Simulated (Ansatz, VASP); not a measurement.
**C in VASP and in Ansatz**

```
C
1.0
     1.25311   -2.22924    0.00000
     1.25311    2.22924    0.00000
     0.00000    0.00000    9.08690
C
4
Direct
  0.08333 0.91667 0.75030
  0.58333 0.41667 0.24970
  0.91667 0.08333 0.24970
  0.41667 0.58333 0.75030
```

Change from the starting cell: volume 12.692 Å^3 an atom, stretch along a over the lengths across it, relative to the relaxed cell 0.9736.

Alike in both runs: task single point; functional PBE; k mesh 21 × 21 × 6; occupations gaussian, width 0.15 eV; no spin polarisation.

|  | VASP | Ansatz |
| --- | --- | --- |
| version | VASP 6.6.1 | Ansatz 0.2.0 |
| potentials or method | VASP PAW PBE potentials, release 64 (C), cutoff 520 eV | scalar-relativistic, plane waves, PAW |
| valence electrons in the cell | 16 | 16 |

|  | VASP | Ansatz | Ansatz less VASP |
| --- | --- | --- | --- |
| gap on the k mesh at the Fermi level (eV) | 0.21 | 0.21 | -0.001 |
| least direct gap on the mesh (eV) | 0.21 | 0.21 | -0.001 |
| pressure (GPa) | -15.3 | -15.6 | -0.28 |
| traceless stress, the component that is largest in VASP (GPa) | 15.25 | 15.58 | +0.332 |
| rms of the force components (eV/Å) | 0.046 | 0.042 | -0.0041 |

Atom by atom the forces differ by 0.004 eV/Å (rms over components).
